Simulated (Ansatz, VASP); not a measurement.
**Rb2CdSe2O6 in VASP and in Ansatz**

```
Rb Cd Se O
1.0
     2.87515    1.65997    6.55617
    -2.87515    1.65997    6.55617
     0.00000   -3.31994    6.55617
Rb Cd Se O
2 1 2 6
Cartesian
  0.0000 0.0000 15.7797
  0.0000 0.0000 3.8888
  0.0000 0.0000 0.0000
  0.0000 0.0000 12.3102
  0.0000 0.0000 7.3583
  1.3463 -0.7773 11.5795
  0.0000 1.5546 11.5795
  -1.3463 -0.7773 11.5795
  -1.3463 0.7773 8.0890
  1.3463 0.7773 8.0890
  0.0000 -1.5546 8.0890
```

Alike in both runs: functional PBE; k mesh 4 × 4 × 4; occupations fermi-dirac, width 0.02 eV; no spin polarisation.

Ansatz relaxed the structure, and its values are those at the end. VASP's run is a single point on that final structure, the one shown.

|  | VASP | Ansatz |
| --- | --- | --- |
| version | VASP 6.6.1 | Ansatz 0.2.0 |
| potentials or method | VASP PAW PBE potentials, release 64 (Rb_sv, Cd, Se, O) | plane-wave PAW, scalar-relativistic |
| plane-wave cutoff (eV) | 520 | 420 |
| valence electrons in the cell | 78 | 106 |

```tsv
	VASP	Ansatz	Ansatz less VASP
gap on the k mesh at the Fermi level (eV)	3.86	3.88	+0.024
pressure (GPa)	3.4	2.7	-0.73
rms of the force components (eV/Å)	0.103	0.001	-0.1020
```

VASP's potentials hold 78 valence electrons a cell and Ansatz's 106, so a difference there can come from the potentials and not from the codes. Ansatz's warnings: stress scf threshold loose.
